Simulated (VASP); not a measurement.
# Sn8HO16 (a cell with a defect) in VASP: further runs

Sn8HO16 (a cell with a defect) is run at these levels: PBE; tasks: single point.

All numbers are computed with VASP 6.6.1; they aren't measurements. Logs are shortened: lines on timing, memory, paths and dates and some standing lists are left out, and cuts for length are marked.

## 1. The cell of the first run

The cell holds a defect, 25 atoms: a = 6.827 Å, b = 6.827 Å, c = 8.077 Å, α = 115.00°, β = 115.00°, γ = 90.00°.

## 2. Single point, PBE

File INCAR:

```
SYSTEM = Sn8HO16
  PREC = Accurate
  ENCUT = 520
  EDIFF = 1E-6
  ISMEAR = 0
  SIGMA = 0.02
  LREAL = Auto
  LASPH = .TRUE.
  NELM = 100
  ALGO = Normal
  ISIF = 2
  LWAVE = .FALSE.
  LCHARG = .FALSE.
  GGA = PE
  NELECT = 208.0
  NBANDS = 122
```

File KPOINTS:

```
regular mesh
0
G
  3 3 3
  0 0 0
```

File POSCAR:

```
Sn8HO16
1.0
   -4.8274195315     -4.8274195315      0.0000000000
    4.8274195315     -4.8274195315      0.0000000000
    0.0000000000      4.8274195315      6.4761384825
Sn O H
8 16 1
Direct
    0.5050432621      0.5022823668      0.0011145531
    0.7539242896      0.7511633943      0.4988766081
   -0.0099525434     -0.0037521293     -0.0101247063
    0.2501673819      0.2563682103      0.5101155587
    0.1345405961      0.6000822764      0.2499954262
    0.3743261037      0.8752369908      0.7498134904
    0.6150856337      0.1335161358      0.2499954262
    0.8745078436      0.3754186337      0.7501772875
    0.1981985053      0.5183948317      0.0036072422
    0.4445868701      0.7647829894      0.4963837646
    0.6898235708      0.0165512399      0.0006128652
    0.9392061054      0.2659339817      0.4993781416
    0.1403687616      0.2998388460      0.2499954262
    0.3927874929      0.5711073995      0.7533594307
    0.6688689999      0.8254197192      0.2499955806
    0.8894236033      0.0677434128      0.7466313472
    0.8124130186      0.4786672173      0.0018293309
    0.0605793013      0.7268331827      0.4981616759
    0.3010752455     -0.0188950802      0.0018177499
    0.5492528955      0.2292825697      0.4981732569
    0.0666506250      0.9163339751      0.2499952718
    0.3601102813      0.1820621555      0.7521877448
    0.6089745013      0.4368597732      0.2499954262
    0.8579181284      0.6798697954      0.7478033419
    0.9195694511      0.8919153392      0.2499952718
```

Potentials or basis: VASP PAW PBE potentials, release 64 (Sn_d, O, H).

The run is started by

```
$ cat potpaw_PBE.64/Sn_d/POTCAR potpaw_PBE.64/O/POTCAR potpaw_PBE.64/H/POTCAR > POTCAR
$ mpirun -np 1 vasp_std > vasp.out
```

OUTCAR:

```text
SYSTEM = Sn8HO16
   PREC = Accurate
   ENCUT = 520
   EDIFF = 1E-6
   ISMEAR = 0
   LREAL = Auto
   LASPH = .TRUE.
   NELM = 100
   ISIF = 2
   GGA = PE
   NELECT = 208.0

 ion  position               nearest neighbor table
   1  0.505  0.502  0.001-  23 2.07  14 2.08  22 2.10  17 2.10   9 2.11  15 2.12   4 3.18   2 3.22
                             7 3.73   5 3.75   8 3.75
   2  0.754  0.751  0.499-  23 2.07  16 2.08  24 2.10  18 2.10  10 2.11  15 2.12   3 3.18   1 3.22
                             7 3.73   5 3.75   6 3.75
   3  0.990  0.996  0.990-  16 2.06  24 2.06  13 2.06  19 2.09  11 2.09  21 2.24   2 3.18   4 3.37
                             5 3.65   6 3.72   8 3.74   8 3.76
   4  0.250  0.256  0.510-  14 2.06  22 2.06  13 2.06  20 2.09  12 2.09  21 2.24   1 3.18   3 3.37
                             5 3.65   8 3.72   6 3.74   6 3.76
   5  0.135  0.600  0.250-  13 2.05   9 2.06  10 2.06  17 2.10  18 2.10  21 2.21   6 3.24   8 3.24
                             4 3.65   3 3.65   1 3.75   2 3.75
   6  0.374  0.875  0.750-  18 2.08  11 2.08  22 2.09  14 2.09  10 2.12  19 2.13   7 3.24   5 3.24
                             3 3.72   4 3.74   2 3.75   4 3.76
   7  0.615  0.134  0.250-  23 2.07  19 2.07  20 2.07  11 2.11  12 2.11  15 2.14   8 3.24   6 3.24
                             1 3.73   2 3.73
   8  0.875  0.375  0.750-  17 2.08  12 2.08  24 2.09  16 2.09   9 2.12  20 2.13   7 3.24   5 3.24
                             4 3.72   3 3.74   1 3.75   3 3.76
   9  0.198  0.518  0.004-   5 2.06   1 2.11   8 2.12
  10  0.445  0.765  0.496-   5 2.06   2 2.11   6 2.12
  11  0.690  0.017  0.001-   6 2.08   3 2.09   7 2.11
  12  0.939  0.266  0.499-   8 2.08   4 2.09   7 2.11
  13  0.140  0.300  0.250-   5 2.05   4 2.06   3 2.06
  14  0.393  0.571  0.753-   4 2.06   1 2.08   6 2.09
  15  0.669  0.825  0.250-   1 2.12   2 2.12   7 2.14
  16  0.889  0.068  0.747-   3 2.06   2 2.08   8 2.09
  17  0.812  0.479  0.002-   8 2.08   5 2.10   1 2.10
  18  0.061  0.727  0.498-   6 2.08   5 2.10   2 2.10
  19  0.301  0.981  0.002-   7 2.07   3 2.09   6 2.13
  20  0.549  0.229  0.498-   7 2.07   4 2.09   8 2.13
  21  0.067  0.916  0.250-  25 1.02   5 2.21   3 2.24   4 2.24
  22  0.360  0.182  0.752-   4 2.06   6 2.09   1 2.10
  23  0.609  0.437  0.250-   7 2.07   1 2.07   2 2.07
  24  0.858  0.680  0.748-   3 2.06   8 2.09   2 2.10
  25  0.920  0.892  0.250-  21 1.02

  LATTYP: Found a body centered tetragonal cell.
 ALAT       =     6.8270021727
 C/A-ratio  =     1.8972129549

  Lattice vectors:

 A1 = (  -4.8274195315,   0.0000000000,  -6.4761384825)
 A2 = (   4.8274195315,   0.0000000000,  -6.4761384825)
 A3 = (   0.0000000000,  -4.8274195315,   6.4761384825)

Analysis of symmetry for initial positions (statically):
=====================================================================
 Subroutine PRICEL returns:
 Original cell was already a primitive cell.

 Routine SETGRP: Setting up the symmetry group for a
 body centered tetragonal supercell.

 Subroutine GETGRP returns: Found  2 space group operations
 (whereof  1 operations were pure point group operations)
 out of a pool of 16 trial point group operations.

The static configuration has the point symmetry C_1 .
 The point group associated with its full space group is C_1h.

Analysis of symmetry for dynamics (positions and initial velocities):
=====================================================================
 Subroutine PRICEL returns:
 Original cell was already a primitive cell.

 Routine SETGRP: Setting up the symmetry group for a
 body centered tetragonal supercell.

 Subroutine GETGRP returns: Found  2 space group operations
 (whereof  1 operations were pure point group operations)
 out of a pool of 16 trial point group operations.

The dynamic configuration has the point symmetry C_1 .
 The point group associated with its full space group is C_1h.

 Subroutine INISYM returns: Found  2 space group operations
 (whereof  1 operations are pure point group operations),
 and found     1 'primitive' translations

----------------------------------------------------------------------------------------

                                     Primitive cell

  volume of cell :     301.8396

  direct lattice vectors                    reciprocal lattice vectors
    -4.827419532 -4.827419532  0.000000000    -0.103575005 -0.103575005  0.077206502
     4.827419532 -4.827419532  0.000000000     0.103575005 -0.103575005  0.077206502
     0.000000000  4.827419532  6.476138482     0.000000000  0.000000000  0.154413004

  length of vectors
     6.827002173  6.827002173  8.077397414     0.165579006  0.165579006  0.154413004
[... 67 lines left out ...]
    -0.034525002 -0.034525002  0.025735501     0.333333333  0.000000000  0.000000000
     0.034525002 -0.034525002  0.025735501     0.000000000  0.333333333  0.000000000
     0.000000000  0.000000000  0.051471001     0.000000000  0.000000000  0.333333333

  Length of vectors
     0.055193002  0.055193002  0.051471001

  Shift w.r.t. Gamma in fractional coordinates (k-lattice)
     0.000000000  0.000000000  0.000000000

 Subroutine IBZKPT returns following result:
 ===========================================

 Found     10 irreducible k-points:

 Following reciprocal coordinates:
            Coordinates               Weight
  0.000000  0.000000  0.000000      1.000000
  0.333333  0.000000 -0.000000      4.000000
  0.000000 -0.333333  0.333333      4.000000
  0.333333  0.333333 -0.000000      4.000000
  0.333333 -0.333333  0.333333      4.000000
 -0.333333  0.333333  0.000000      2.000000
  0.333333  0.333333 -0.333333      2.000000
  0.000000  0.000000  0.333333      2.000000
  0.333333  0.000000  0.333333      2.000000
  0.000000 -0.333333 -0.333333      2.000000
   k-points           NKPTS =     10   k-points in BZ     NKDIM =     10   number of bands    NBANDS=    122
   number of dos      NEDOS =    301   number of ions     NIONS =     25
   total plane-waves  NPLWV = 174960
   dimension x,y,z NGX =    54 NGY =   54 NGZ =   60
   dimension x,y,z NGXF=   108 NGYF=  108 NGZF=  120
   ions per type =               8  16   1
   NGX,Y,Z   is equivalent  to a cutoff of  13.15, 13.15, 12.35 a.u.
   NGXF,Y,Z  is equivalent  to a cutoff of  26.30, 26.30, 24.70 a.u.
 SYSTEM =  Sn8HO16
   PREC   = accura    normal or accurate (medium, high low for compatibility)
   ISTART =      0    job   : 0-new  1-cont  2-samecut
   ICHARG =      2    charge: 1-file 2-atom 10-const
   ISPIN  =      1    spin polarized calculation?
   LNONCOLLINEAR =      F non collinear calculations
   LSORBIT =      F    spin-orbit coupling
   LASPH  =      T    aspherical Exc in radial PAW
   ENCUT  =  520.0 eV  38.22 Ry    6.18 a.u.  12.69 12.69 15.02*2*pi/ulx,y,z
   NELM   =    100;   NELMIN=  2; NELMDL= -5     # of ELM steps
   EDIFF  = 0.1E-05   stopping-criterion for ELM
   LREAL  =      T    real-space projection
   EDIFFG = 0.1E-04   stopping-criterion for IOM
   NSW    =      0    number of steps for IOM
   IBRION =     -1    ionic relax: 0-MD 1-quasi-New 2-CG
   NFREE  =      0    steps in history (QN), initial steepest desc. (CG)
   ISIF   =      2    stress and relaxation
   ISYM   =      2    0-nonsym 1-usesym 2-fastsym
   POTIM  = 0.5000    time-step for ionic-motion
   TEBEG  =    0.0;   TEEND  =   0.0 temperature during run
   PSTRESS=    0.0 pullay stress
   NELECT =     208.0000    total number of electrons
   NUPDOWN=      -1.0000    fix difference up-down
   EMIN   =  10.00;   EMAX   =-10.00  energy-range for DOS
   EFERMI =   0.00;   METHOD = LEGACY
   ISMEAR =     0;   SIGMA  =   0.02  broadening in eV -4-tet -1-fermi 0-gaus
   EFERMI_NEDOS =   21; number of points for ismear=-14 and -15
   IALGO  =     38    algorithm
   IMIX   =      4    mixing-type and parameters
     AMIX     =   0.40;   BMIX     =  1.00
     AMIX_MAG =   1.60;   BMIX_MAG =  1.00
  volume/ion in A,a.u.               =      12.07        81.48
  Fermi-wavevector in a.u.,A,eV,Ry     =   1.446007  2.732558 28.448934  2.090938
  Thomas-Fermi vector in A             =   2.564125
   LORBIT       =      0    0 simple, 1 ext, 2 COOP (PROOUT), +10 PAW based schemes
   GGA     = PE    functional components
   LHFCALC =     F    Hartree Fock is set to
   AEXX    =    0.0000 exact exchange contribution
   IVDW    =     0    specifies the selected vdW correction
   LEPSILON=     F    determine dielectric tensor
   LRPA    =     F    only Hartree local field effects (RPA)
 non-spin polarized calculation
 Gauss-broadening in eV      SIGMA  =   0.02
  energy-cutoff  :      520.00
  volume of cell :      301.84
 maximum number of plane-waves:      8153
 NGX is ok and might be reduce to    54
   NGX = 25   NGY = 25   NGZ = 31

 number of electron     208.0000017 magnetization

 Free energy of the ion-electron system (eV)
  ---------------------------------------------------
  ext. energy  EPLUGINS =         0.00000000
  ---------------------------------------------------
  free energy    TOTEN  =      -159.94334186 eV

  energy without entropy =     -159.94334186  energy(sigma->0) =     -159.94334186

 E-fermi :   5.5205     XC(G=0): -10.9784

 val. band max:        5.3876064528   @ k =   0.0000   0.0000   0.0000
 cond. band min:       6.2762962697   @ k =   0.0000   0.0000   0.0000
 fundamental gap:      0.8886898169
 Fermi energy:         5.5205401844

 k-point     1 :       0.0000    0.0000    0.0000
  band No.  band energies     occupation
      1     -15.4235      2.00000
      2     -15.2863      2.00000
      3     -15.1095      2.00000
      4     -15.0382      2.00000
      5     -15.0105      2.00000
      6     -14.9781      2.00000
[... 1179 lines left out ...]
    115      13.2351      0.00000
    116      13.4922      0.00000
 [bands above 116 left out]

------------------------ aborting loop because EDIFF is reached ----------------------------------------

  FORCE on cell =-STRESS in cart. coord.  units (eV):
  Direction    XX          YY          ZZ          XY          YZ          ZX
  --------------------------------------------------------------------------------------
  -------------------------------------------------------------------------------------
  Total       -7.9437717    -13.2603201     -8.6388968     -4.0079470      0.0000000      0.0000000
  in kB      -42.1658760    -70.3863400    -45.8556294    -21.2743523      0.0000000      0.0000000
  external PRESSURE =     -52.8026151 kB  Pullay stress =       0.0000000 kB

 VOLUME and BASIS-vectors are now :
 -----------------------------------------------------------------------------
  energy-cutoff  :      520.00
  volume of cell :      301.84
      direct lattice vectors                 reciprocal lattice vectors
    -4.827419532 -4.827419532  0.000000000    -0.103575005 -0.103575005  0.077206502
     4.827419532 -4.827419532  0.000000000     0.103575005 -0.103575005  0.077206502
     0.000000000  4.827419532  6.476138482     0.000000000  0.000000000  0.154413004

 POSITION                                       TOTAL-FORCE (eV/Angst)
 -----------------------------------------------------------------------------------
     -0.01333     -4.85740      0.00722         0.011405      0.011070      0.008233
     -0.01333     -4.85740      3.23079         0.011405      0.011070     -0.008233
      0.02993     -4.81014      6.41057         0.008770     -0.011570     -0.003084
      0.02993      0.01728      3.30358         0.008770     -0.011570      0.003084
      2.24737     -2.33950      1.61901        -0.012673      0.015205      0.000000
      2.41811     -2.41250      4.85590         0.011241      0.006771      0.007006
[... 17 lines left out ...]
     -0.85951     -3.81359      4.84288        -0.025482      0.012282     -0.013293
     -0.13350     -7.53796      1.61900         0.013835     -0.088895      0.000000
 -----------------------------------------------------------------------------------
    total drift:                                0.030089      0.025105     -0.025300

  FREE ENERGIE OF THE ION-ELECTRON SYSTEM (eV)
  ---------------------------------------------------
  free  energy   TOTEN  =      -159.9433418648 eV

  energy  without entropy=     -159.9433418648  energy(sigma->0) =     -159.94334186
```

Wall time 10 min (1 thread of Intel Xeon Platinum 8488C (Sapphire Rapids), shared host); peak memory 0.55 GiB.

Results:

| Property | Result |
| --- | --- |
| Free energy | -159.9433 eV |
| Largest force | 0.167 eV/Å |

Forces in eV/Å, atoms in the order of the input:
```
Sn   0.011  0.011  0.008
Sn   0.011  0.011 -0.008
Sn   0.009 -0.012 -0.003
Sn   0.009 -0.012  0.003
Sn  -0.013  0.015  0.000
Sn   0.011  0.007  0.007
Sn  -0.022  0.018  0.000
Sn   0.011  0.007 -0.007
O   -0.005  0.015 -0.014
O   -0.005  0.015  0.014
O   -0.048  0.009  0.027
O   -0.048  0.009 -0.027
O   -0.007  0.016  0.000
O    0.037 -0.016  0.025
O    0.064  0.074  0.000
O    0.037 -0.016 -0.025
O    0.034  0.007  0.021
O    0.034  0.007 -0.021
O    0.014  0.002 -0.018
O    0.014  0.002  0.018
O   -0.094 -0.139  0.000
O   -0.025  0.012  0.013
O   -0.020  0.034  0.000
O   -0.025  0.012 -0.013
H    0.014 -0.089  0.000
```

Levels at points of the mesh, in eV from the Fermi level:
| k point | band 102 | band 103 | band 104 | band 105 | band 106 | band 107 |
| --- | --- | --- | --- | --- | --- | --- |
| (0.00, 0.00, 0.00) | -0.59 | -0.57 | -0.13 | 0.76 | 4.46 | 4.49 |

Caveat: the cell carries a net charge on a neutralising background, which shifts energy and pressure; the cell is charged against a uniform background, so pressure and absolute levels hang on convention; spin-orbit coupling is left out, which moves the levels of the heavy elements.

[end of part 1 of 2]
